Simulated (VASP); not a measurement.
Crystal: Rh.

```
Rh
1.0
    -1.50926    1.50926    1.50926
     1.50926   -1.50926    1.50926
     1.50926    1.50926   -1.50926
Rh
1
Direct
  0.00000 0.00000 0.00000
```

| Quantity | Value |
| --- | --- |
| Program | VASP 6.6.1 |
| Task | relaxation of cell and atoms |
| Functional | RPBE |
| Potentials or basis | VASP PAW PBE potentials, release 64 (Rh_pv) |
| Cutoff | 600 eV |
| k mesh | 15 × 15 × 15 |
| Occupations | fermi-dirac, width 0.1 eV |
| Spin | no spin polarisation |

At the start: pressure 18.7 GPa; volume 13.75 Å³/atom.

Question: Where does the relaxation end?

Answer: Over 4 steps the energy falls by 56.1 meV/atom and the volume is 14.79 Å³/atom (+7.6 %); space group Im-3m (No. 229, to 0.05 Å).

The path:
```
step  energy change (eV)  largest force (eV/Å)  pressure (GPa)  volume (Å³)
   1              0.0000                0.0000           18.71        13.75
   2              0.1336                0.0000          -21.39        17.20
   3             -0.0559                0.0000           -0.80        14.84
   4             -0.0561                0.0000           -0.09        14.79
```

Final structure:
```xyz
1
Lattice="-1.5465 1.5465 1.5465 1.5465 -1.5465 1.5465 1.5465 1.5465 -1.5465" Properties=species:S:1:pos:R:3 pbc="T T T"
Rh    0.0000    0.0000    0.0000
```

Caveat: the PAW data sets were made with another functional, which shifts forces and pressure a little.
